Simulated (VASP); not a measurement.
# TiZn3 (P4/mmm) in VASP: notebook

The runs below take TiZn3 through single point, with LDA.

Program: VASP 6.6.1. These are calculated values, not measurements. Logs are shortened: lines on timing, memory, paths and dates and some standing lists are left out, and cuts for length are marked.

### 1 The cell of the first run

It takes space group P4/mmm (No. 123, tetragonal). Conventional cell: a = 3.854 Å, b = 3.854 Å, c = 3.932 Å, α = 90.00°, β = 90.00°, γ = 90.00°. Ti (site symmetry 4/mmm) has 12 Zn at 2.72 to 2.75 Å within 3.6 Å. Within 3.6 Å of Zn (site symmetry mmm) lie 8 Zn at 2.72 to 2.75 Å and 4 Ti at 2.75 Å. Zn (site symmetry 4/mmm) has 4 Ti at 2.72 Å and 8 Zn at 2.75 Å within 3.6 Å.

### 2 Single point, LDA (equal xx and yy strain of -2 %)

Input file INCAR:

```
SYSTEM = TiZn3
  ALGO = Normal
  EDIFF = 1E-6
  ENCUT = 520
  GGA = CA
  ISIF = 2
  ISMEAR = -1
  LASPH = .TRUE.
  LCHARG = .TRUE.
  LELF = .TRUE.
  LREAL = .FALSE.
  LVHAR = .TRUE.
  LWAVE = .FALSE.
  NBANDS = 32
  NELM = 80
  PREC = Accurate
  SIGMA = 0.05
```

Input file KPOINTS:

```
k-points
0
G
  9 9 9
  0 0 0
```

Input file POSCAR:

```
TiZn3
1.0
    3.8535560000      0.0000000000      0.0000000000
    0.0000000000      3.8535560000      0.0000000000
    0.0000000000      0.0000000000      3.9322000000
Ti Zn
1 3
Direct
    0.0000000000      0.0000000000      0.0000000000
    0.0000000000      0.5000000000      0.5000000000
    0.5000000000      0.0000000000      0.5000000000
    0.5000000000      0.5000000000      0.0000000000
```

Potentials or basis: VASP PAW LDA potentials, release 64 (Ti_sv, Zn).

The run is started by

```bash
cat potpaw_LDA.64/Ti_sv/POTCAR potpaw_LDA.64/Zn/POTCAR > POTCAR
mpirun -np 1 vasp_std > vasp.out
```

OUTCAR:

```text
SYSTEM = TiZn3
   EDIFF = 1E-6
   ENCUT = 520
   GGA = CA
   ISIF = 2
   ISMEAR = -1
   LASPH = .TRUE.
   LREAL = .FALSE.
   NELM = 80
   PREC = Accurate

 ion  position               nearest neighbor table
   1  0.000  0.000  0.000-   4 2.72   4 2.72   4 2.72   4 2.72   3 2.75   2 2.75   3 2.75   2 2.75
                             3 2.75   2 2.75   3 2.75   2 2.75
   2  0.000  0.500  0.500-   3 2.72   3 2.72   3 2.72   3 2.72   4 2.75   1 2.75   1 2.75   1 2.75
                             4 2.75   4 2.75   4 2.75   1 2.75
   3  0.500  0.000  0.500-   2 2.72   2 2.72   2 2.72   2 2.72   4 2.75   1 2.75   4 2.75   4 2.75
                             1 2.75   4 2.75   1 2.75   1 2.75
   4  0.500  0.500  0.000-   1 2.72   1 2.72   1 2.72   1 2.72   3 2.75   2 2.75   3 2.75   3 2.75
                             3 2.75   2 2.75   2 2.75   2 2.75

  LATTYP: Found a simple tetragonal cell.
 ALAT       =     3.8535560000
 C/A-ratio  =     1.0204081633

  Lattice vectors:

 A1 = (   3.8535560000,   0.0000000000,   0.0000000000)
 A2 = (   0.0000000000,   3.8535560000,   0.0000000000)
 A3 = (   0.0000000000,   0.0000000000,   3.9322000000)

Analysis of symmetry for initial positions (statically):
=====================================================================
 Subroutine PRICEL returns:
 Original cell was already a primitive cell.

 Routine SETGRP: Setting up the symmetry group for a
 simple tetragonal supercell.

 Subroutine GETGRP returns: Found 16 space group operations
 (whereof 16 operations were pure point group operations)
 out of a pool of 16 trial point group operations.

The static configuration has the point symmetry D_4h.

Analysis of symmetry for dynamics (positions and initial velocities):
=====================================================================
 Subroutine PRICEL returns:
 Original cell was already a primitive cell.

 Routine SETGRP: Setting up the symmetry group for a
 simple tetragonal supercell.

 Subroutine GETGRP returns: Found 16 space group operations
 (whereof 16 operations were pure point group operations)
 out of a pool of 16 trial point group operations.

The dynamic configuration has the point symmetry D_4h.

 Subroutine INISYM returns: Found 16 space group operations
 (whereof 16 operations are pure point group operations),
 and found     1 'primitive' translations

----------------------------------------------------------------------------------------
[... 96 lines left out ...]
   NELM   =     80;   NELMIN=  2; NELMDL= -5     # of ELM steps
   EDIFF  = 0.1E-05   stopping-criterion for ELM
   LREAL  =      F    real-space projection
   EDIFFG = 0.1E-04   stopping-criterion for IOM
   NSW    =      0    number of steps for IOM
   IBRION =     -1    ionic relax: 0-MD 1-quasi-New 2-CG
   NFREE  =      0    steps in history (QN), initial steepest desc. (CG)
   ISIF   =      2    stress and relaxation
   ISYM   =      2    0-nonsym 1-usesym 2-fastsym
   POTIM  = 0.5000    time-step for ionic-motion
   TEBEG  =    0.0;   TEEND  =   0.0 temperature during run
   PSTRESS=    0.0 pullay stress
   NELECT =      48.0000    total number of electrons
   NUPDOWN=      -1.0000    fix difference up-down
   EMIN   =  10.00;   EMAX   =-10.00  energy-range for DOS
   EFERMI =   0.00;   METHOD = LEGACY
   ISMEAR =    -1;   SIGMA  =   0.05  broadening in eV -4-tet -1-fermi 0-gaus
   EFERMI_NEDOS =   21; number of points for ismear=-14 and -15
   IALGO  =     38    algorithm
   IMIX   =      4    mixing-type and parameters
     AMIX     =   0.40;   BMIX     =  1.00
     AMIX_MAG =   1.60;   BMIX_MAG =  1.00
  volume/ion in A,a.u.               =      14.60        98.51
  Fermi-wavevector in a.u.,A,eV,Ry     =   1.533565  2.898018 31.998486  2.351822
  Thomas-Fermi vector in A             =   2.640615
   LORBIT       =      0    0 simple, 1 ext, 2 COOP (PROOUT), +10 PAW based schemes
   GGA     = CA    functional components
   LHFCALC =     F    Hartree Fock is set to
   AEXX    =    0.0000 exact exchange contribution
   IVDW    =     0    specifies the selected vdW correction
   LEPSILON=     F    determine dielectric tensor
   LRPA    =     F    only Hartree local field effects (RPA)
 non-spin polarized calculation
  energy-cutoff  :      520.00
  volume of cell :       58.39
 maximum number of plane-waves:      1590
 NGX is ok and might be reduce to    30
   NGX = 15   NGY = 15   NGZ = 15

 number of electron      47.9999928 magnetization

 Free energy of the ion-electron system (eV)
  ---------------------------------------------------
  ext. energy  EPLUGINS =         0.00000000
  ---------------------------------------------------
  free energy    TOTEN  =       -15.03847767 eV

  energy without entropy =      -15.01186714  energy(sigma->0) =      -15.02517240

 E-fermi :   4.3782     XC(G=0): -12.2650

 val. band max:        4.3776604087   @ k =   0.3333   0.3333   0.0000
 cond. band min:       4.3812606820   @ k =   0.0000   0.0000   0.2222
 fundamental gap:      0.0036002733
 Fermi energy:         4.3781641962

 k-point     1 :       0.0000    0.0000    0.0000
  band No.  band energies     occupation
      1     -51.6163      2.00000
      2     -28.2798      2.00000
      3     -28.2644      2.00000
      4     -28.2644      2.00000
      5      -5.0183      2.00000
      6      -3.4133      2.00000
[... 829 lines left out ...]
     31      10.7865      0.00000
     32      11.9378      0.00000

 [... further k-points ...]

------------------------ aborting loop because EDIFF is reached ----------------------------------------

  FORCE on cell =-STRESS in cart. coord.  units (eV):
  Direction    XX          YY          ZZ          XY          YZ          ZX
  --------------------------------------------------------------------------------------
  -------------------------------------------------------------------------------------
  Total       -2.0856537     -2.0856537     -2.2610364      0.0000000      0.0000000      0.0000000
  in kB      -57.2260580    -57.2260580    -62.0381988      0.0000000      0.0000000      0.0000000
  external PRESSURE =     -58.8301049 kB  Pullay stress =       0.0000000 kB

 VOLUME and BASIS-vectors are now :
 -----------------------------------------------------------------------------
  energy-cutoff  :      520.00
  volume of cell :       58.39
      direct lattice vectors                 reciprocal lattice vectors
     3.853556000  0.000000000  0.000000000     0.259500576  0.000000000  0.000000000
     0.000000000  3.853556000  0.000000000     0.000000000  0.259500576  0.000000000
     0.000000000  0.000000000  3.932200000     0.000000000  0.000000000  0.254310564

 POSITION                                       TOTAL-FORCE (eV/Angst)
 -----------------------------------------------------------------------------------
      0.00000      0.00000      0.00000         0.000000      0.000000      0.000000
      0.00000      1.92678      1.96610         0.000000      0.000000      0.000000
      1.92678      0.00000      1.96610         0.000000      0.000000      0.000000
      1.92678      1.92678      0.00000         0.000000      0.000000      0.000000
 -----------------------------------------------------------------------------------
    total drift:                                0.000000      0.000000     -0.000000

  FREE ENERGIE OF THE ION-ELECTRON SYSTEM (eV)
  ---------------------------------------------------
  free  energy   TOTEN  =       -15.0384776686 eV

  energy  without entropy=      -15.0118671367  energy(sigma->0) =      -15.02517240
```

OSZICAR:

```text
N       E                     dE             d eps       ncg     rms          rms(c)
DAV:   1     0.360712756875E+03    0.36071E+03   -0.23189E+04  4824   0.228E+03
DAV:   2     0.130189830340E+02   -0.34769E+03   -0.33551E+03  4840   0.461E+02
DAV:   3    -0.160066807011E+02   -0.29026E+02   -0.28577E+02  6080   0.138E+02
DAV:   4    -0.168893307970E+02   -0.88265E+00   -0.87992E+00  5760   0.213E+01
DAV:   5    -0.169037749247E+02   -0.14444E-01   -0.14443E-01  5600   0.249E+00    0.108E+01
DAV:   6    -0.154577963703E+02    0.14460E+01   -0.76929E+00  5176   0.296E+01    0.515E+00
DAV:   7    -0.151422784747E+02    0.31552E+00   -0.16872E+00  5592   0.125E+01    0.395E+00
DAV:   8    -0.150522514428E+02    0.90027E-01   -0.24486E-01  5632   0.597E+00    0.131E+00
DAV:   9    -0.150396068542E+02    0.12645E-01   -0.40848E-02  5968   0.172E+00    0.362E-01
DAV:  10    -0.150384720546E+02    0.11348E-02   -0.62596E-03  5336   0.109E+00    0.145E-01
DAV:  11    -0.150385333277E+02   -0.61273E-04   -0.16117E-03  5520   0.688E-01    0.629E-02
DAV:  12    -0.150384841693E+02    0.49158E-04   -0.21046E-04  5656   0.345E-01    0.215E-02
DAV:  13    -0.150384775927E+02    0.65765E-05   -0.40514E-05  5896   0.691E-02    0.111E-02
DAV:  14    -0.150384776686E+02   -0.75803E-07   -0.56929E-06  5712   0.559E-02
   1 F= -.15038478E+02 E0= -.15025172E+02  d E =-.266105E-01
```

Run time: 59 s. Hardware: 1 thread of Intel Xeon 6975P-C (Granite Rapids), shared host; peak memory 0.23 GiB.

Results:

| Item | Value |
| --- | --- |
| Free energy | -15.0385 eV |
| Pressure | -5.9 GPa |
| Band gap on the k mesh | zero (bands 24 and 25 overlap by 1.87 eV) |

Levels at points of the mesh, in eV from the Fermi level:
| k point | band 22 | band 23 | band 24 | band 25 | band 26 | band 27 |
| --- | --- | --- | --- | --- | --- | --- |
| (0.00, 0.00, 0.00) | -0.65 | 0.06 | 0.39 | 0.39 | 1.55 | 1.55 |

Caveat: the cell differs from its parent crystal (equal xx and yy strain of -2 %); the cell stands under tension.

### 3 Single point, LDA (equal xx and yy strain of -1 %)

Input file INCAR:

```
PREC = Accurate
ENCUT = 520
EDIFF = 1E-6
ISMEAR = -1
SIGMA = 0.05
LREAL = False
LASPH = True
NELM = 100
ALGO = Normal
ISIF = 2
LWAVE = False
LCHARG = False
GGA = CA
NBANDS = 32
```

Input file KPOINTS:

```
regular mesh
0
Gamma
  9 9 9
```

POSCAR, as its differences from that of step 2:

```diff
@@ -2,4 +2,4 @@
 1.0
-    3.8535560000      0.0000000000      0.0000000000
-    0.0000000000      3.8535560000      0.0000000000
+    3.8928780000      0.0000000000      0.0000000000
+    0.0000000000      3.8928780000      0.0000000000
     0.0000000000      0.0000000000      3.9322000000
```

Potentials or basis: VASP PAW LDA potentials, release 64 (Ti_sv, Zn).

The run is started by

```bash
cat potpaw_LDA.64/Ti_sv/POTCAR potpaw_LDA.64/Zn/POTCAR > POTCAR
mpirun -np 1 vasp_std > vasp.out
```

Wall time 58 s (1 thread of Intel Xeon 6975P-C (Granite Rapids), shared host); peak memory 0.23 GiB.

It converged, with:

* Free energy: -14.9887 eV
* Pressure: -7.8 GPa
* Band gap on the k mesh: zero (bands 24 and 25 overlap by 1.87 eV)

Stress tensor (GPa, compression positive):
```
-7.70  0.00  0.00
 0.00 -7.70  0.00
 0.00  0.00 -7.90
```

Levels at points of the mesh, in eV from the Fermi level:
| k point | band 22 | band 23 | band 24 | band 25 | band 26 | band 27 |
| --- | --- | --- | --- | --- | --- | --- |
| (0.00, 0.00, 0.00) | -0.70 | 0.17 | 0.34 | 0.34 | 1.51 | 1.51 |

Caveat: the cell differs from its parent crystal (equal xx and yy strain of -1 %); the cell stands under tension.

### 4 Single point, LDA (equal xx and yy strain of +1 %)

INCAR is that of step 3.

Input file KPOINTS:

```
Automatic mesh
0
Gamma
  9 9 9
```

POSCAR, as its differences from that of step 3:

```diff
@@ -2,4 +2,4 @@
 1.0
-    3.8928780000      0.0000000000      0.0000000000
-    0.0000000000      3.8928780000      0.0000000000
+    3.9715220000      0.0000000000      0.0000000000
+    0.0000000000      3.9715220000      0.0000000000
     0.0000000000      0.0000000000      3.9322000000
```

The run is started by

```bash
cat potpaw_LDA.64/Ti_sv/POTCAR potpaw_LDA.64/Zn/POTCAR > POTCAR
mpirun -np 1 vasp_std > vasp.out
```

It took 55 s on 1 thread of Intel Xeon 6975P-C (Granite Rapids), shared host; peak memory 0.24 GiB.

Results (log left out):

| Property | Result |
| --- | --- |
| Free energy | -14.8470 eV |
| Pressure | -10.9 GPa |
| Band gap on the k mesh | zero (bands 24 and 25 overlap by 1.80 eV) |

Stress tensor (GPa, compression positive):
```
-11.00   0.00   0.00
  0.00 -11.00   0.00
  0.00   0.00 -10.84
```

Levels at points of the mesh, in eV from the Fermi level:
```tsv
k point	band 20	band 21	band 22	band 23	band 24	band 25	band 26	band 27	band 28	band 29
(0.00, 0.00, 0.00)	-6.33	-0.81	-0.73	0.24	0.24	0.40	1.42	1.44	1.44	5.04
```

Caveat: the cell differs from its parent crystal (equal xx and yy strain of +1 %); the cell stands under tension.

### 5 Single point, LDA (equal xx and yy strain of +2 %)

Input file INCAR:

```
  PREC = Accurate
  ENCUT = 520
  EDIFF = 1E-7
  ISMEAR = -1
  SIGMA = 0.05
  LREAL = False
  LASPH = True
  NELM = 100
  ALGO = Normal
  ISIF = 2
  LWAVE = False
  LCHARG = False
  NBANDS = 32
```

KPOINTS is that of step 4.

POSCAR, as its differences from that of step 4:

```diff
@@ -2,4 +2,4 @@
 1.0
-    3.9715220000      0.0000000000      0.0000000000
-    0.0000000000      3.9715220000      0.0000000000
+    4.0108440000      0.0000000000      0.0000000000
+    0.0000000000      4.0108440000      0.0000000000
     0.0000000000      0.0000000000      3.9322000000
```

The run is started by

```bash
cat potpaw_LDA.64/Ti_sv/POTCAR potpaw_LDA.64/Zn/POTCAR > POTCAR
mpirun -np 1 vasp_std > vasp.out
```

Wall time 76 s (1 thread of Intel Xeon 6975P-C (Granite Rapids), shared host); peak memory 0.24 GiB.

The run converged. Its results:

| Quantity | Value |
| --- | --- |
| Free energy | -14.7573 eV |
| Pressure | -12.2 GPa |
| Band gap on the k mesh | zero (bands 24 and 25 overlap by 1.74 eV) |

Stress tensor (GPa, compression positive):
```
-12.36   0.00   0.00
  0.00 -12.36   0.00
  0.00   0.00 -12.00
```

Levels at points of the mesh, in eV from the Fermi level:
```csv
k point,band 20,band 21,band 22,band 23,band 24,band 25,band 26,band 27,band 28,band 29
"(0.00, 0.00, 0.00)",-6.33,-0.86,-0.70,0.19,0.19,0.51,1.36,1.40,1.40,4.85
```

Caveat: the cell differs from its parent crystal (equal xx and yy strain of +2 %); the cell stands under tension.

### 6 Overview

```tsv
cell	gap on the mesh (eV)	pressure (GPa)
a = 3.854, b = 3.854, c = 3.932 Å, 4 atoms	none	-5.9
a = 3.893, b = 3.893, c = 3.932 Å, 4 atoms	none	-7.8
a = 3.972, b = 3.972, c = 3.932 Å, 4 atoms	none	-10.9
a = 4.011, b = 4.011, c = 3.932 Å, 4 atoms	none	-12.2
```

Alike in all rows: task single point; level LDA; potentials or basis VASP PAW LDA potentials, release 64 (Ti_sv, Zn); no spin polarisation; k mesh 9 × 9 × 9; cutoff (eV) 520; smearing fermi-dirac 0.05 eV.

Caveats: the cell stands under tension.

Absolute energies hang on the potentials; compare differences alone.

The gap in the log of VASP goes by the Fermi energy; the results here count the filled bands.